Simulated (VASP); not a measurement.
# CaCu2S2 (P-3m1) in VASP: single point with PBE

Aim: the single point of CaCu2S2 with PBE.

All numbers are computed with VASP 6.6.1; they aren't measurements. Logs are shortened: lines on timing, memory, paths and dates and some standing lists are left out, and cuts for length are marked.

**1. The cell of the first run**

It takes space group P-3m1 (No. 164, trigonal). The conventional cell has a = 3.940 Å, b = 3.940 Å, c = 6.523 Å, α = 90.00°, β = 90.00°, γ = 120.00°. Within 3.7 Å of Ca (site symmetry -3m) lie 6 S at 2.83 Å and 6 Cu at 3.33 Å. Within 3.2 Å of Cu (site symmetry 3m) lie 4 S at 2.39 to 2.41 Å and 3 Cu at 2.82 Å. Within 3.2 Å of S (site symmetry 3m) lie 4 Cu at 2.39 to 2.41 Å and 3 Ca at 2.83 Å.

**2. Single point, PBE**

INCAR reads:

```
SYSTEM = CaCu2S2
  PREC = Accurate
  ENCUT = 520
  EDIFF = 1E-6
  ISMEAR = -1
  SIGMA = 0.02
  LREAL = .FALSE.
  LASPH = .TRUE.
  NELM = 80
  ALGO = Normal
  ISIF = 2
  LWAVE = .FALSE.
  LCHARG = .FALSE.
  GGA = PE
  NBANDS = 30
```

KPOINTS reads:

```
regular mesh
0
G
  8 8 5
  0 0 0
```

POSCAR reads:

```
CaCu2S2
1.0
    3.9399999606      0.0000000000      0.0000000000
   -1.9699999803      3.4121400568      0.0000000000
    0.0000000000      0.0000000000      6.5230000000
Ca Cu S
1 2 2
Direct
    0.0000000000      0.0000000000      0.0000000000
    0.3333333333      0.6666666667      0.3725653500
    0.6666666667      0.3333333333      0.6274346500
    0.3333333333      0.6666666667      0.7414966921
    0.6666666667      0.3333333333      0.2585033079
```

Potentials or basis: VASP PAW PBE potentials, release 64 (Ca_sv, Cu, S).

On the command line:

```bash
> cat potpaw_PBE.64/Ca_sv/POTCAR potpaw_PBE.64/Cu/POTCAR potpaw_PBE.64/S/POTCAR > POTCAR
> mpirun -np 1 vasp_std > vasp.out
```

OUTCAR:

```text
SYSTEM = CaCu2S2
   PREC = Accurate
   ENCUT = 520
   EDIFF = 1E-6
   ISMEAR = -1
   LREAL = .FALSE.
   LASPH = .TRUE.
   NELM = 80
   ISIF = 2
   GGA = PE

 ion  position               nearest neighbor table
   1  0.000  0.000  0.000-   4 2.83   5 2.83   5 2.83   4 2.83   5 2.83   4 2.83
   2  0.333  0.667  0.373-   5 2.39   5 2.39   5 2.39   4 2.41
   3  0.667  0.333  0.627-   4 2.39   4 2.39   4 2.39   5 2.41
   4  0.333  0.667  0.741-   3 2.39   3 2.39   3 2.39   2 2.41   1 2.83   1 2.83   1 2.83
   5  0.667  0.333  0.259-   2 2.39   2 2.39   2 2.39   3 2.41   1 2.83   1 2.83   1 2.83

  LATTYP: Found a hexagonal cell.
 ALAT       =     3.9399999606
 C/A-ratio  =     1.6555837729

  Lattice vectors:

 A1 = (   3.9399999606,   0.0000000000,   0.0000000000)
 A2 = (  -1.9699999803,   3.4121400568,   0.0000000000)
 A3 = (   0.0000000000,   0.0000000000,   6.5230000000)

Analysis of symmetry for initial positions (statically):
=====================================================================
 Subroutine PRICEL returns:
 Original cell was already a primitive cell.

 Routine SETGRP: Setting up the symmetry group for a
 hexagonal supercell.

 Subroutine GETGRP returns: Found 12 space group operations
 (whereof 12 operations were pure point group operations)
 out of a pool of 24 trial point group operations.

The static configuration has the point symmetry D_3d.

Analysis of symmetry for dynamics (positions and initial velocities):
=====================================================================
 Subroutine PRICEL returns:
 Original cell was already a primitive cell.

 Routine SETGRP: Setting up the symmetry group for a
 hexagonal supercell.

 Subroutine GETGRP returns: Found 12 space group operations
 (whereof 12 operations were pure point group operations)
 out of a pool of 24 trial point group operations.

The dynamic configuration has the point symmetry D_3d.

 Subroutine INISYM returns: Found 12 space group operations
 (whereof 12 operations are pure point group operations),
 and found     1 'primitive' translations

----------------------------------------------------------------------------------------

                                     Primitive cell

  volume of cell :      87.6941

  direct lattice vectors                    reciprocal lattice vectors
     3.939999961  0.000000000  0.000000000     0.253807109  0.146535603  0.000000000
    -1.969999980  3.412140057  0.000000000     0.000000000  0.293071206  0.000000000
     0.000000000  0.000000000  6.523000000     0.000000000  0.000000000  0.153303695

  length of vectors
     3.939999961  3.939999961  6.523000000     0.293071206  0.293071206  0.153303695

  position of ions in fractional coordinates (direct lattice)
     0.000000000  0.000000000  0.000000000
     0.333333333  0.666666667  0.372565350
     0.666666667  0.333333333  0.627434650
     0.333333333  0.666666667  0.741496692
     0.666666667  0.333333333  0.258503308

  ion indices of the primitive-cell ions
   primitive index   ion index
                 1           1
                 2           2
                 3           3
                 4           4
                 5           5

----------------------------------------------------------------------------------------

 KPOINTS: regular mesh

Automatic generation of k-mesh.
 Grid dimensions read from file:
 generate k-points for:    8    8    5

 Generating k-lattice:

  Cartesian coordinates                     Fractional coordinates (reciprocal lattice)
     0.031725889  0.018316950  0.000000000     0.125000000  0.000000000  0.000000000
     0.000000000  0.036633901  0.000000000     0.000000000  0.125000000  0.000000000
     0.000000000  0.000000000  0.030660739     0.000000000  0.000000000  0.200000000

  Length of vectors
     0.036633901  0.036633901  0.030660739

  Shift w.r.t. Gamma in fractional coordinates (k-lattice)
     0.000000000  0.000000000  0.000000000

 Subroutine IBZKPT returns following result:
 ===========================================

 Found     40 irreducible k-points:

 Following reciprocal coordinates:
            Coordinates               Weight
  0.000000  0.000000  0.000000      1.000000
  0.125000  0.000000  0.000000      6.000000
  0.250000  0.000000  0.000000      6.000000
  0.375000  0.000000  0.000000      6.000000
  0.500000  0.000000  0.000000      3.000000
  0.125000  0.125000  0.000000      6.000000
[... 16 lines left out ...]
 -0.125000  0.500000  0.200000     12.000000
  0.250000  0.250000  0.200000     12.000000
 [... further k-points ...]
   k-points           NKPTS =     40   k-points in BZ     NKDIM =     40   number of bands    NBANDS=     30
   number of dos      NEDOS =    301   number of ions     NIONS =      5
   total plane-waves  NPLWV =  45000
   dimension x,y,z NGX =    30 NGY =   30 NGZ =   50
   dimension x,y,z NGXF=    60 NGYF=   60 NGZF=  100
   ions per type =               1   2   2
   NGX,Y,Z   is equivalent  to a cutoff of  12.66, 12.66, 12.74 a.u.
   NGXF,Y,Z  is equivalent  to a cutoff of  25.32, 25.32, 25.49 a.u.
 SYSTEM =  CaCu2S2
   PREC   = accura    normal or accurate (medium, high low for compatibility)
   ISTART =      0    job   : 0-new  1-cont  2-samecut
   ICHARG =      2    charge: 1-file 2-atom 10-const
   ISPIN  =      1    spin polarized calculation?
   LNONCOLLINEAR =      F non collinear calculations
   LSORBIT =      F    spin-orbit coupling
   LASPH  =      T    aspherical Exc in radial PAW
   ENCUT  =  520.0 eV  38.22 Ry    6.18 a.u.   7.33  7.33 12.13*2*pi/ulx,y,z
   NELM   =     80;   NELMIN=  2; NELMDL= -5     # of ELM steps
   EDIFF  = 0.1E-05   stopping-criterion for ELM
   LREAL  =      F    real-space projection
   EDIFFG = 0.1E-04   stopping-criterion for IOM
   NSW    =      0    number of steps for IOM
   IBRION =     -1    ionic relax: 0-MD 1-quasi-New 2-CG
   NFREE  =      0    steps in history (QN), initial steepest desc. (CG)
   ISIF   =      2    stress and relaxation
   ISYM   =      2    0-nonsym 1-usesym 2-fastsym
   POTIM  = 0.5000    time-step for ionic-motion
   TEBEG  =    0.0;   TEEND  =   0.0 temperature during run
   PSTRESS=    0.0 pullay stress
   NELECT =      44.0000    total number of electrons
   NUPDOWN=      -1.0000    fix difference up-down
   EMIN   =  10.00;   EMAX   =-10.00  energy-range for DOS
   EFERMI =   0.00;   METHOD = LEGACY
   ISMEAR =    -1;   SIGMA  =   0.02  broadening in eV -4-tet -1-fermi 0-gaus
   EFERMI_NEDOS =   21; number of points for ismear=-14 and -15
   IALGO  =     38    algorithm
   IMIX   =      4    mixing-type and parameters
     AMIX     =   0.40;   BMIX     =  1.00
     AMIX_MAG =   1.60;   BMIX_MAG =  1.00
  volume/ion in A,a.u.               =      17.54       118.36
  Fermi-wavevector in a.u.,A,eV,Ry     =   1.300875  2.458297 23.024810  1.692276
  Thomas-Fermi vector in A             =   2.432045
   LORBIT       =      0    0 simple, 1 ext, 2 COOP (PROOUT), +10 PAW based schemes
   GGA     = PE    functional components
   LHFCALC =     F    Hartree Fock is set to
   AEXX    =    0.0000 exact exchange contribution
   IVDW    =     0    specifies the selected vdW correction
   LEPSILON=     F    determine dielectric tensor
   LRPA    =     F    only Hartree local field effects (RPA)
 non-spin polarized calculation
  energy-cutoff  :      520.00
  volume of cell :       87.69
 maximum number of plane-waves:      2394
 NGX is ok and might be reduce to    30
   NGX = 15   NGY = 15   NGZ = 25

 number of electron      43.9999985 magnetization

 Free energy of the ion-electron system (eV)
  ---------------------------------------------------
  ext. energy  EPLUGINS =         0.00000000
  ---------------------------------------------------
  free energy    TOTEN  =       -22.32956363 eV

  energy without entropy =      -22.32956363  energy(sigma->0) =      -22.32956363

 E-fermi :   6.0120     XC(G=0): -10.4131

 val. band max:        5.5946749363   @ k =   0.0000   0.0000   0.0000
 cond. band min:       6.6643547073   @ k =   0.0000   0.0000   0.0000
 fundamental gap:      1.0696797710
 Fermi energy:         6.0120068761

 k-point     1 :       0.0000    0.0000    0.0000
  band No.  band energies     occupation
      1     -35.0549      2.00000
      2     -16.1624      2.00000
      3     -16.0536      2.00000
      4     -16.0536      2.00000
      5      -8.4109      2.00000
      6      -7.5096      2.00000
[... 22 lines left out ...]
     29       9.5649      0.00000
     30      11.6140      0.00000

 k-point     2 :       0.1250    0.0000    0.0000
  band No.  band energies     occupation
      1     -35.0534      2.00000
      2     -16.1556      2.00000
      3     -16.0765      2.00000
      4     -16.0582      2.00000
      5      -8.3089      2.00000
      6      -7.4872      2.00000
[... 22 lines left out ...]
     29       9.6391      0.00000
     30      11.4066      0.00000

 k-point     3 :       0.2500    0.0000    0.0000
  band No.  band energies     occupation
      1     -35.0497      2.00000
      2     -16.1410      2.00000
      3     -16.1290      2.00000
      4     -16.0692      2.00000
      5      -8.0430      2.00000
      6      -7.4369      2.00000
[... 22 lines left out ...]
     29      10.3023      0.00000
     30      11.3967      0.00000

 k-point     4 :       0.3750    0.0000    0.0000
  band No.  band energies     occupation
      1     -35.0461      2.00000
      2     -16.1847      2.00000
      3     -16.1219      2.00000
      4     -16.0802      2.00000
      5      -7.7264      2.00000
      6      -7.4095      2.00000
[... 616 lines left out ...]
     29      10.7300      0.00000
     30      11.7156      0.00000

 k-point    23 :      -0.1250    0.5000    0.2000
  band No.  band energies     occupation
      1     -35.0446      2.00000
      2     -16.1935      2.00000
      3     -16.1156      2.00000
      4     -16.0974      2.00000
      5      -7.5525      2.00000
      6      -7.4310      2.00000
[... 22 lines left out ...]
     29      11.1536      0.00000
     30      11.2432      0.00000

 k-point    24 :       0.2500    0.2500    0.2000
  band No.  band energies     occupation
      1     -35.0446      2.00000
      2     -16.1757      2.00000
      3     -16.1200      2.00000
      4     -16.1113      2.00000
      5      -7.5919      2.00000
      6      -7.3912      2.00000
[... 22 lines left out ...]
     29      11.4528      0.00000
     30      11.7040      0.00000

 [... further k-points ...]

------------------------ aborting loop because EDIFF is reached ----------------------------------------

  FORCE on cell =-STRESS in cart. coord.  units (eV):
  Direction    XX          YY          ZZ          XY          YZ          ZX
  --------------------------------------------------------------------------------------
  -------------------------------------------------------------------------------------
  Total       -0.2840107     -0.2840107      0.0142523     -0.0000000      0.0000000      0.0000000
  in kB       -5.1888938     -5.1888938      0.2603903     -0.0000000      0.0000000      0.0000000
  external PRESSURE =      -3.3724657 kB  Pullay stress =       0.0000000 kB

 VOLUME and BASIS-vectors are now :
 -----------------------------------------------------------------------------
  energy-cutoff  :      520.00
  volume of cell :       87.69
      direct lattice vectors                 reciprocal lattice vectors
     3.939999961  0.000000000  0.000000000     0.253807109  0.146535603  0.000000000
    -1.969999980  3.412140057  0.000000000     0.000000000  0.293071206  0.000000000
     0.000000000  0.000000000  6.523000000     0.000000000  0.000000000  0.153303695

 POSITION                                       TOTAL-FORCE (eV/Angst)
 -----------------------------------------------------------------------------------
      0.00000      0.00000      0.00000         0.000000      0.000000      0.000000
     -0.00000      2.27476      2.43024         0.000000      0.000000      0.001504
      1.97000      1.13738      4.09276        -0.000000      0.000000     -0.001504
     -0.00000      2.27476      4.83678        -0.000000      0.000000      0.000269
      1.97000      1.13738      1.68622         0.000000     -0.000000     -0.000269
 -----------------------------------------------------------------------------------
    total drift:                               -0.000000      0.000000      0.000000

  FREE ENERGIE OF THE ION-ELECTRON SYSTEM (eV)
  ---------------------------------------------------
  free  energy   TOTEN  =       -22.3295636271 eV

  energy  without entropy=      -22.3295636271  energy(sigma->0) =      -22.32956363
```

Run time: 1.9 min. Hardware: 1 thread of Intel Xeon Platinum 8259CL at 2.50GHz (Skylake/Cascade Lake), shared host; peak memory 0.26 GiB.

Results:

* Free energy: -22.3296 eV
* Pressure: -0.3 GPa
* Band gap on the k mesh: 1.07 eV
